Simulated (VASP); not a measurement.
# Y (Pm-3m) in VASP: a series of runs, part 2 of 2

VASP 6.6.1.

## Step 3: Single point, PBE, collinear spin (35.08 Å³/atom)

This run uses another cell than the first one, of 35.08 Å³/atom.

Contents of INCAR:

```
SYSTEM = Y
PREC = Accurate
ENCUT = 520
EDIFF = 1E-6
ISMEAR = -1
SIGMA = 0.05
LREAL = .FALSE.
LASPH = .TRUE.
NELM = 150
ALGO = Normal
ISIF = 2
LWAVE = .FALSE.
LCHARG = .FALSE.
ISPIN = 2
MAGMOM = 0.47
LORBIT = 11
LMAXMIX = 4
GGA = PE
NBANDS = 16
```

Contents of KPOINTS:

```
Automatic mesh
0
G
  11 11 11
  0 0 0
```

Contents of POSCAR:

```
Y
1.0
    3.2734541095      0.0000000000      0.0000000000
    0.0000000000      3.2734541095      0.0000000000
    0.0000000000      0.0000000000      3.2734541095
Y
1
Direct
    0.0000000000      0.0000000000      0.0000000000
```

Potentials or basis: VASP PAW PBE potentials, release 64 (Y_sv).

Command:

```bash
$ cat potpaw_PBE.64/Y_sv/POTCAR > POTCAR
$ mpirun -np 1 vasp_std > vasp.out
```

Run time: 51 s. Hardware: 1 thread of Intel Xeon 8259CL, shared host; peak memory 0.19 GiB.

Results (log left out):

| Quantity | Value |
| --- | --- |
| Free energy | -5.6608 eV |
| Pressure | -0.1 GPa |
| Net moment | 0.73 μB per cell |
| Site moments | Y +0.53 μB |
| Valence electrons inside the program's atomic spheres | Y 9.47 |

Levels at points of the mesh, in eV from the Fermi level:
Spin up:
| k point | band 2 | band 3 | band 4 | band 5 | band 6 | band 7 | band 8 | band 9 | band 10 | band 11 |
| --- | --- | --- | --- | --- | --- | --- | --- | --- | --- | --- |
| (0.00, 0.00, 0.00) | -22.77 | -22.77 | -22.77 | -4.67 | -0.97 | -0.97 | 5.06 | 5.06 | 5.06 | 9.89 |
Spin down:
| k point | band 2 | band 3 | band 4 | band 5 | band 6 | band 7 | band 8 | band 9 |
| --- | --- | --- | --- | --- | --- | --- | --- | --- |
| (0.00, 0.00, 0.00) | -22.51 | -22.51 | -22.51 | -4.20 | -0.11 | -0.11 | 5.27 | 5.27 |

## Step 4: Single point, PBE, collinear spin (36.48 Å³/atom)

This run uses another cell than the first one, of 36.48 Å³/atom.

Contents of INCAR:

```
  PREC = Accurate
  ENCUT = 520
  EDIFF = 1E-6
  ISMEAR = -1
  SIGMA = 0.05
  LREAL = False
  LASPH = True
  NELM = 150
  ALGO = Normal
  ISIF = 2
  LWAVE = False
  LCHARG = True
  ISPIN = 2
  MAGMOM = 0.47
  LORBIT = 11
  LMAXMIX = 4
  GGA = PE
  LELF = True
  LVHAR = True
  NBANDS = 16
```

Contents of KPOINTS:

```
regular mesh
0
Gamma
  11 11 11
```

Contents of POSCAR:

```
Y
1.0
    3.3165308140      0.0000000000      0.0000000000
    0.0000000000      3.3165308140      0.0000000000
    0.0000000000      0.0000000000      3.3165308140
Y
1
Direct
    0.0000000000      0.0000000000      0.0000000000
```

Command:

```bash
$ cat potpaw_PBE.64/Y_sv/POTCAR > POTCAR
$ mpirun -np 1 vasp_std > vasp.out
```

It took 88 s on 1 thread of Intel Xeon 8259CL, shared host; peak memory 0.22 GiB.

Results (log left out):

```
Free energy                                           : -5.6562 eV
Pressure                                              : -1.0 GPa
Net moment                                            : 0.77 μB per cell
Site moments                                          : Y +0.54 μB
Valence electrons inside the program's atomic spheres : Y 9.42
```

Levels at points of the mesh, in eV from the Fermi level:
Spin up:
```
           k point  band 3  band 4  band 5  band 6  band 7  band 8  band 9  band 10
(0.00, 0.00, 0.00)  -22.87  -22.87   -4.61   -0.92   -0.92    4.86    4.86     4.86
```
Spin down:
```
           k point  band 2  band 3  band 4  band 5  band 6  band 7  band 8  band 9
(0.00, 0.00, 0.00)  -22.60  -22.60  -22.60   -4.12   -0.04   -0.04    5.08    5.08
```

## Step 5: Single point, PBE, collinear spin (37.88 Å³/atom)

This run uses another cell than the first one, of 37.88 Å³/atom.

Contents of INCAR:

```
PREC = Accurate
ENCUT = 520
EDIFF = 1E-6
ISMEAR = -1
SIGMA = 0.05
LREAL = False
LASPH = True
NELM = 150
ALGO = Normal
ISIF = 2
LWAVE = False
LCHARG = False
ISPIN = 2
MAGMOM = 0.47
LORBIT = 11
LMAXMIX = 4
GGA = PE
NBANDS = 16
```

Contents of KPOINTS:

```
Automatic mesh
0
Gamma
  11 11 11
```

Contents of POSCAR:

```
Y
1.0
    3.3585166739      0.0000000000      0.0000000000
    0.0000000000      3.3585166739      0.0000000000
    0.0000000000      0.0000000000      3.3585166739
Y
1
Direct
    0.0000000000      0.0000000000      0.0000000000
```

Command:

```bash
$ cat potpaw_PBE.64/Y_sv/POTCAR > POTCAR
$ mpirun -np 1 vasp_std > vasp.out
```

It took 84 s on 1 thread of Intel Xeon 8259CL, shared host; peak memory 0.22 GiB.

The run converged. Its results:

```
Free energy                                           : -5.6436 eV
Pressure                                              : -1.9 GPa
Net moment                                            : 0.77 μB per cell
Site moments                                          : Y +0.53 μB
Valence electrons inside the program's atomic spheres : Y 9.38
```

Levels at points of the mesh, in eV from the Fermi level:
Spin up:
```
           k point  band 4  band 5  band 6  band 7  band 8  band 9
(0.00, 0.00, 0.00)  -22.96   -4.54   -0.86   -0.86    4.68    4.68
```
Spin down:
```tsv
k point	band 2	band 3	band 4	band 5	band 6	band 7	band 8	band 9
(0.00, 0.00, 0.00)	-22.69	-22.69	-22.69	-4.05	0.00	0.00	4.90	4.90
```

## Step 6: Single point, PBE, collinear spin (39.29 Å³/atom)

This run uses another cell than the first one, of 39.29 Å³/atom.

Contents of INCAR:

```
SYSTEM = Y
  PREC = Accurate
  ENCUT = 520
  EDIFF = 1E-6
  ISMEAR = -1
  SIGMA = 0.05
  LREAL = .FALSE.
  LASPH = .TRUE.
  NELM = 150
  ALGO = Normal
  ISIF = 2
  LWAVE = .FALSE.
  LCHARG = .FALSE.
  ISPIN = 2
  MAGMOM = 0.47
  LORBIT = 11
  LMAXMIX = 4
  GGA = PE
  NBANDS = 16
```

Contents of KPOINTS:

```
Automatic mesh
0
G
  11 11 11
  0 0 0
```

Contents of POSCAR:

```
Y
1.0
    3.3994782313      0.0000000000      0.0000000000
    0.0000000000      3.3994782313      0.0000000000
    0.0000000000      0.0000000000      3.3994782313
Y
1
Direct
    0.0000000000      0.0000000000      0.0000000000
```

Potentials or basis: VASP PAW PBE potentials, release 64 (Y_sv).

Command:

```bash
$ cat potpaw_PBE.64/Y_sv/POTCAR > POTCAR
$ mpirun -np 1 vasp_std > vasp.out
```

It took 94 s on 1 thread of Intel Xeon 8259CL, shared host; peak memory 0.22 GiB.

The run converged. Its results:

- Free energy: -5.6239 eV
- Pressure: -2.6 GPa
- Net moment: 0.76 μB per cell
- Site moments: Y +0.52 μB
- Valence electrons inside the program's atomic spheres: Y 9.35

Levels at points of the mesh, in eV from the Fermi level:
Spin up:
```
           k point  band 3  band 4  band 5  band 6  band 7  band 8  band 9  band 10
(0.00, 0.00, 0.00)  -23.04  -23.04   -4.47   -0.81   -0.81    4.51    4.51     4.51
```
Spin down:
| k point | band 1 | band 2 | band 3 | band 4 | band 5 | band 6 | band 7 | band 8 | band 9 | band 10 |
| --- | --- | --- | --- | --- | --- | --- | --- | --- | --- | --- |
| (0.00, 0.00, 0.00) | -43.06 | -22.78 | -22.78 | -22.78 | -3.99 | 0.04 | 0.04 | 4.72 | 4.72 | 4.72 |

## Step 7: Single point, PBE, collinear spin (39.29 Å³/atom)

This run uses another cell than the first one, of 39.29 Å³/atom.

INCAR is that of step 6.

Contents of KPOINTS:

```
Automatic mesh
0
G
  16 16 16
  0 0 0
```

POSCAR is that of step 6.

Potentials or basis: VASP PAW PBE potentials, release 64 (Y_sv).

Command:

```bash
$ cat potpaw_PBE.64/Y_sv/POTCAR > POTCAR
$ mpirun -np 1 vasp_std > vasp.out
```

OUTCAR:

```text
SYSTEM = Y
   PREC = Accurate
   ENCUT = 520
   EDIFF = 1E-6
   ISMEAR = -1
   LREAL = .FALSE.
   LASPH = .TRUE.
   NELM = 150
   ISIF = 2
   ISPIN = 2
   LORBIT = 11
   GGA = PE

 ion  position               nearest neighbor table
   1  0.000  0.000  0.000-

  LATTYP: Found a simple cubic cell.
 ALAT       =     3.3994782313

  Lattice vectors:

 A1 = (   3.3994782313,   0.0000000000,   0.0000000000)
 A2 = (   0.0000000000,   3.3994782313,   0.0000000000)
[... 1120 lines left out ...]
  -------------------------------------------------------------------------------------
  Total       -0.6364802     -0.6364802     -0.6364802     -0.0000000     -0.0000000      0.0000000
  in kB      -25.9572499    -25.9572499    -25.9572499     -0.0000000     -0.0000000      0.0000000
  external PRESSURE =     -25.9572499 kB  Pullay stress =       0.0000000 kB

 VOLUME and BASIS-vectors are now :
 -----------------------------------------------------------------------------
  energy-cutoff  :      520.00
  volume of cell :       39.29
      direct lattice vectors                 reciprocal lattice vectors
     3.399478231  0.000000000  0.000000000     0.294162790  0.000000000  0.000000000
     0.000000000  3.399478231  0.000000000     0.000000000  0.294162790  0.000000000
     0.000000000  0.000000000  3.399478231     0.000000000  0.000000000  0.294162790

 POSITION                                       TOTAL-FORCE (eV/Angst)
 -----------------------------------------------------------------------------------
      0.00000      0.00000      0.00000         0.000000      0.000000      0.000000
 -----------------------------------------------------------------------------------
    total drift:                               -0.000000      0.000000     -0.000000

  FREE ENERGIE OF THE ION-ELECTRON SYSTEM (eV)
  ---------------------------------------------------
  free  energy   TOTEN  =        -5.6223567143 eV

  energy  without entropy=       -5.6060589356  energy(sigma->0) =       -5.61420782

 total charge

# of ion       s       p       d       f       tot
--------------------------------------------------
    1        2.273   6.137   0.931   0.004   9.345

 magnetization (x)

# of ion       s       p       d       f       tot
--------------------------------------------------
    1        0.039   0.063   0.421   0.002   0.524
```

stdout:

```text
POSCAR found type information on POSCAR Y
 POSCAR found :  1 types and       1 ions
 scaLAPACK will be used
 LDA part: xc-table for (Slater+PW92), standard interpolation
 POSCAR, INCAR and KPOINTS ok, starting setup
 FFT: planning ... GRIDC
 FFT: planning ... GRID_SOFT
 FFT: planning ... GRID
 WAVECAR not read
 entering main loop
```

It took 3.9 min on 1 thread of Intel Xeon Platinum 8375C at 2.90GHz (Ice Lake), shared host; peak memory 0.3 GiB.

What came out:

| Property | Result |
| --- | --- |
| Free energy | -5.6224 eV |
| Pressure | -2.6 GPa |
| Net moment | 0.78 μB per cell |
| Site moments | Y +0.52 μB |
| Valence electrons inside the program's atomic spheres | Y 9.35 |

## Step 8: Summary

```tsv
cell	k mesh	gap on the mesh (eV)	pressure (GPa)	moment (μB)
a = 3.229 Å, 1 atom	11 × 11 × 11	none	1.0	0.67
a = 3.273 Å, 1 atom	11 × 11 × 11	none	-0.1	0.73
a = 3.317 Å, 1 atom	11 × 11 × 11	none	-1.0	0.77
a = 3.359 Å, 1 atom	11 × 11 × 11	none	-1.9	0.77
a = 3.399 Å, 1 atom	11 × 11 × 11	none	-2.6	0.76
a = 3.399 Å, 1 atom	16 × 16 × 16	none	-2.6	0.78
```

Alike in all rows: task single point; level PBE; potentials or basis VASP PAW PBE potentials, release 64 (Y_sv); spin collinear; cutoff (eV) 520; smearing fermi-dirac 0.05 eV.

Absolute energies hang on the potentials; compare differences alone.
